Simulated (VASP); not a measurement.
# AsP2 (Pnnm) in VASP: single point with PBE

Aim: the single point of AsP2 with PBE.

Everything below comes from runs of VASP 6.6.1. Logs are shortened: lines on timing, memory, paths and dates and some standing lists are left out, and cuts for length are marked.

## 1. The cell of the first run

Symmetry: Pnnm, No. 58, orthorhombic system. The conventional cell has a = 4.982 Å, b = 6.178 Å, c = 3.845 Å, α = 90.00°, β = 90.00°, γ = 90.00°. Within 2.8 Å of P (site symmetry m) lie 1 P at 2.13 Å and 3 As at 2.60 Å. As (site symmetry 2/m) has 6 P at 2.60 Å within 3.4 Å.

## 2. Single point, PBE

Contents of INCAR:

```
ALGO = Normal ; EDIFF = 1E-6
ENCUT = 520 ; GGA = PE
ISIF = 2 ; ISMEAR = 0
LASPH = True ; LCHARG = False
LREAL = False ; LWAVE = False
NBANDS = 24 ; NELM = 100
PREC = Accurate ; SIGMA = 0.1
```

Contents of KPOINTS:

```
k-points
0
Gamma
  8 6 10
```

Contents of POSCAR:

```
AsP2
1.0
    4.9822675575      0.0000000000      0.0000000000
    0.0000000000      6.1778209978      0.0000000000
    0.0000000000      0.0000000000      3.8452719720
P As
4 2
Direct
    0.1716700668      0.3976419802      0.0000000000
    0.8283299332      0.6023580198      0.0000000000
    0.6716700668      0.1023580198      0.5000000000
    0.3283299332      0.8976419802      0.5000000000
    0.0000000000      0.0000000000      0.0000000000
    0.5000000000      0.5000000000      0.5000000000
```

Potentials or basis: VASP PAW PBE potentials, release 64 (P, As).

Started as:

```sh
$ cat potpaw_PBE.64/P/POTCAR potpaw_PBE.64/As/POTCAR > POTCAR
$ mpirun -np 1 vasp_std > vasp.out
```

OUTCAR:

```text
EDIFF = 1E-6
   ENCUT = 520
   GGA = PE
   ISIF = 2
   ISMEAR = 0
   LASPH = True
   LREAL = False
   NELM = 100
   PREC = Accurate

 ion  position               nearest neighbor table
   1  0.172  0.398  0.000-   2 2.13   5 2.60   6 2.60   6 2.60
   2  0.828  0.602  0.000-   1 2.13   5 2.60   6 2.60   6 2.60
   3  0.672  0.102  0.500-   4 2.13   6 2.60   5 2.60   5 2.60
   4  0.328  0.898  0.500-   3 2.13   6 2.60   5 2.60   5 2.60
   5  0.000  0.000  0.000-   1 2.60   2 2.60   3 2.60   4 2.60   3 2.60   4 2.60
   6  0.500  0.500  0.500-   3 2.60   4 2.60   1 2.60   2 2.60   1 2.60   2 2.60

  LATTYP: Found a simple orthorhombic cell.
 ALAT       =     3.8452719720
 B/A-ratio  =     1.2956866494
 C/A-ratio  =     1.6066018328

  Lattice vectors:

 A1 = (   0.0000000000,   0.0000000000,   3.8452719720)
 A2 = (   4.9822675575,   0.0000000000,   0.0000000000)
 A3 = (   0.0000000000,   6.1778209978,   0.0000000000)

Analysis of symmetry for initial positions (statically):
=====================================================================
 Subroutine PRICEL returns:
 Original cell was already a primitive cell.

 Routine SETGRP: Setting up the symmetry group for a
 simple orthorhombic supercell.

 Subroutine GETGRP returns: Found  8 space group operations
 (whereof  4 operations were pure point group operations)
 out of a pool of  8 trial point group operations.

The static configuration has the point symmetry C_2h.
 The point group associated with its full space group is D_2h.

Analysis of symmetry for dynamics (positions and initial velocities):
=====================================================================
 Subroutine PRICEL returns:
 Original cell was already a primitive cell.

 Routine SETGRP: Setting up the symmetry group for a
 simple orthorhombic supercell.

 Subroutine GETGRP returns: Found  8 space group operations
 (whereof  4 operations were pure point group operations)
 out of a pool of  8 trial point group operations.

The dynamic configuration has the point symmetry C_2h.
 The point group associated with its full space group is D_2h.

 Subroutine INISYM returns: Found  8 space group operations
 (whereof  4 operations are pure point group operations),
 and found     1 'primitive' translations

----------------------------------------------------------------------------------------

                                     Primitive cell

  volume of cell :     118.3558

  direct lattice vectors                    reciprocal lattice vectors
     4.982267558  0.000000000  0.000000000     0.200711822  0.000000000  0.000000000
     0.000000000  6.177820998  0.000000000     0.000000000  0.161869371  0.000000000
     0.000000000  0.000000000  3.845271972     0.000000000  0.000000000  0.260059628

  length of vectors
     4.982267558  6.177820998  3.845271972     0.200711822  0.161869371  0.260059628

  position of ions in fractional coordinates (direct lattice)
     0.171670067  0.397641980  0.000000000
     0.828329933  0.602358020  0.000000000
     0.671670067  0.102358020  0.500000000
     0.328329933  0.897641980  0.500000000
     0.000000000  0.000000000  0.000000000
     0.500000000  0.500000000  0.500000000

  ion indices of the primitive-cell ions
   primitive index   ion index
                 1           1
                 2           2
                 3           3
                 4           4
                 5           5
                 6           6

----------------------------------------------------------------------------------------

 KPOINTS: k-points

Automatic generation of k-mesh.
 Grid dimensions read from file:
 generate k-points for:    8    6   10

 Generating k-lattice:

  Cartesian coordinates                     Fractional coordinates (reciprocal lattice)
     0.025088978  0.000000000  0.000000000     0.125000000  0.000000000  0.000000000
     0.000000000  0.026978229  0.000000000     0.000000000  0.166666667  0.000000000
     0.000000000  0.000000000  0.026005963     0.000000000  0.000000000  0.100000000

  Length of vectors
     0.025088978  0.026978229  0.026005963

  Shift w.r.t. Gamma in fractional coordinates (k-lattice)
     0.000000000  0.000000000  0.000000000

 Subroutine IBZKPT returns following result:
 ===========================================

 Found    120 irreducible k-points:

 Following reciprocal coordinates:
            Coordinates               Weight
  0.000000  0.000000  0.000000      1.000000
  0.125000  0.000000  0.000000      2.000000
  0.250000  0.000000  0.000000      2.000000
  0.375000  0.000000  0.000000      2.000000
  0.500000  0.000000  0.000000      1.000000
  0.000000  0.166667  0.000000      2.000000
[... 16 lines left out ...]
  0.250000  0.000000  0.100000      4.000000
  0.375000  0.000000  0.100000      4.000000
 [... further k-points ...]
   k-points           NKPTS =    120   k-points in BZ     NKDIM =    120   number of bands    NBANDS=     24
   number of dos      NEDOS =    301   number of ions     NIONS =      6
   total plane-waves  NPLWV =  57600
   dimension x,y,z NGX =    40 NGY =   48 NGZ =   30
   dimension x,y,z NGXF=    80 NGYF=   96 NGZF=   60
   ions per type =               4   2
   NGX,Y,Z   is equivalent  to a cutoff of  13.35, 12.92, 12.97 a.u.
   NGXF,Y,Z  is equivalent  to a cutoff of  26.69, 25.83, 25.94 a.u.
 SYSTEM =  unknown system
   PREC   = accura    normal or accurate (medium, high low for compatibility)
   ISTART =      0    job   : 0-new  1-cont  2-samecut
   ICHARG =      2    charge: 1-file 2-atom 10-const
   ISPIN  =      1    spin polarized calculation?
   LNONCOLLINEAR =      F non collinear calculations
   LSORBIT =      F    spin-orbit coupling
   LASPH  =      T    aspherical Exc in radial PAW
   ENCUT  =  520.0 eV  38.22 Ry    6.18 a.u.   9.26 11.49  7.15*2*pi/ulx,y,z
   NELM   =    100;   NELMIN=  2; NELMDL= -5     # of ELM steps
   EDIFF  = 0.1E-05   stopping-criterion for ELM
   LREAL  =      F    real-space projection
   EDIFFG = 0.1E-04   stopping-criterion for IOM
   NSW    =      0    number of steps for IOM
   IBRION =     -1    ionic relax: 0-MD 1-quasi-New 2-CG
   NFREE  =      0    steps in history (QN), initial steepest desc. (CG)
   ISIF   =      2    stress and relaxation
   ISYM   =      2    0-nonsym 1-usesym 2-fastsym
   POTIM  = 0.5000    time-step for ionic-motion
   TEBEG  =    0.0;   TEEND  =   0.0 temperature during run
   PSTRESS=    0.0 pullay stress
   NELECT =      30.0000    total number of electrons
   NUPDOWN=      -1.0000    fix difference up-down
   EMIN   =  10.00;   EMAX   =-10.00  energy-range for DOS
   EFERMI =   0.00;   METHOD = LEGACY
   ISMEAR =     0;   SIGMA  =   0.10  broadening in eV -4-tet -1-fermi 0-gaus
   EFERMI_NEDOS =   21; number of points for ismear=-14 and -15
   IALGO  =     38    algorithm
   IMIX   =      4    mixing-type and parameters
     AMIX     =   0.40;   BMIX     =  1.00
     AMIX_MAG =   1.60;   BMIX_MAG =  1.00
  volume/ion in A,a.u.               =      19.73       133.12
  Fermi-wavevector in a.u.,A,eV,Ry     =   1.036061  1.957872 14.604806  1.073423
  Thomas-Fermi vector in A             =   2.170434
   LORBIT       =      0    0 simple, 1 ext, 2 COOP (PROOUT), +10 PAW based schemes
   GGA     = PE    functional components
   LHFCALC =     F    Hartree Fock is set to
   AEXX    =    0.0000 exact exchange contribution
   IVDW    =     0    specifies the selected vdW correction
   LEPSILON=     F    determine dielectric tensor
   LRPA    =     F    only Hartree local field effects (RPA)
 non-spin polarized calculation
 Gauss-broadening in eV      SIGMA  =   0.10
  energy-cutoff  :      520.00
  volume of cell :      118.36
 maximum number of plane-waves:      3218
 NGX is ok and might be reduce to    40
   NGX = 19   NGY = 23   NGZ = 15

 number of electron      30.0000002 magnetization

 Free energy of the ion-electron system (eV)
  ---------------------------------------------------
  ext. energy  EPLUGINS =         0.00000000
  ---------------------------------------------------
  free energy    TOTEN  =       -29.62029904 eV

  energy without entropy =      -29.60742331  energy(sigma->0) =      -29.61386118

 E-fermi :   5.9447     XC(G=0):  -9.9650

 val. band max:        5.9434221561   @ k =   0.0000   0.3333   0.2000
 cond. band min:       5.9487158454   @ k =   0.5000   0.0000   0.5000
 fundamental gap:      0.0052936893
 Fermi energy:         5.9446623707

 k-point     1 :       0.0000    0.0000    0.0000
  band No.  band energies     occupation
      1      -8.8444      2.00000
      2      -6.7323      2.00000
      3      -4.8492      2.00000
      4      -3.6185      2.00000
      5      -3.1379      2.00000
      6      -2.6771      2.00000
[... 16 lines left out ...]
     23       9.7842      0.00000
     24      11.3591      0.00000

 k-point     2 :       0.1250    0.0000    0.0000
  band No.  band energies     occupation
      1      -8.7653      2.00000
      2      -6.6619      2.00000
      3      -5.3181      2.00000
      4      -3.8251      2.00000
      5      -2.6543      2.00000
      6      -2.6509      2.00000
[... 16 lines left out ...]
     23       9.7098      0.00000
     24      11.2794      0.00000

 k-point     3 :       0.2500    0.0000    0.0000
  band No.  band energies     occupation
      1      -8.5292      2.00000
      2      -6.4885      2.00000
      3      -6.0768      2.00000
      4      -4.3482      2.00000
      5      -2.5045      2.00000
      6      -1.9084      2.00000
[... 16 lines left out ...]
     23      10.0628      0.00000
     24      10.6295      0.00000
[... 514 lines left out ...]
 k-point    23 :       0.2500    0.0000    0.1000
  band No.  band energies     occupation
      1      -8.4525      2.00000
      2      -6.4051      2.00000
      3      -6.0665      2.00000
      4      -4.3051      2.00000
      5      -2.5088      2.00000
      6      -2.0377      2.00000
[... 16 lines left out ...]
     23      10.3652      0.00000
     24      10.6334      0.00000

 k-point    24 :       0.3750    0.0000    0.1000
  band No.  band energies     occupation
      1      -8.0675      2.00000
      2      -6.8924      2.00000
      3      -5.9731      2.00000
      4      -4.9211      2.00000
      5      -2.2213      2.00000
      6      -1.7436      2.00000
[... 16 lines left out ...]
     23      10.3465      0.00000
     24      10.5472      0.00000

 [... further k-points ...]
[... 5 lines left out ...]
  --------------------------------------------------------------------------------------
  -------------------------------------------------------------------------------------
  Total       -0.1128829     -0.0513443      0.0358340     -0.0000000      0.0000000      0.0000000
  in kB       -1.5280918     -0.6950453      0.4850834     -0.0000000      0.0000000      0.0000000
  external PRESSURE =      -0.5793512 kB  Pullay stress =       0.0000000 kB

 VOLUME and BASIS-vectors are now :
 -----------------------------------------------------------------------------
  energy-cutoff  :      520.00
  volume of cell :      118.36
      direct lattice vectors                 reciprocal lattice vectors
     4.982267558  0.000000000  0.000000000     0.200711822  0.000000000  0.000000000
     0.000000000  6.177820998  0.000000000     0.000000000  0.161869371  0.000000000
     0.000000000  0.000000000  3.845271972     0.000000000  0.000000000  0.260059628

 POSITION                                       TOTAL-FORCE (eV/Angst)
 -----------------------------------------------------------------------------------
      0.85531      2.45656      0.00000        -0.040007      0.018995     -0.000000
      4.12696      3.72126      0.00000         0.040007     -0.018995      0.000000
      3.34644      0.63235      1.92264        -0.040007     -0.018995     -0.000000
      1.63583      5.54547      1.92264         0.040007      0.018995      0.000000
      0.00000      0.00000      0.00000        -0.000000      0.000000      0.000000
      2.49113      3.08891      1.92264        -0.000000      0.000000      0.000000
 -----------------------------------------------------------------------------------
    total drift:                                0.000000      0.000000     -0.000000

  FREE ENERGIE OF THE ION-ELECTRON SYSTEM (eV)
  ---------------------------------------------------
  free  energy   TOTEN  =       -29.6202990418 eV

  energy  without entropy=      -29.6074233146  energy(sigma->0) =      -29.61386118
```

Wall time 1.9 min (1 thread of Intel Xeon 6975P-C (Granite Rapids), shared host); peak memory 0.4 GiB.

What came out:

| Quantity | Value |
| --- | --- |
| Free energy | -29.6203 eV |
| Pressure | -0.1 GPa |
| Largest force | 0.044 eV/Å |
| Band gap on the k mesh | zero (bands 15 and 16 overlap by 3.68 eV) |

Forces in eV/Å, atoms in the order of the input:
```
P   -0.040  0.019  0.000
P    0.040 -0.019  0.000
P   -0.040 -0.019  0.000
P    0.040  0.019  0.000
As   0.000  0.000  0.000
As   0.000  0.000  0.000
```
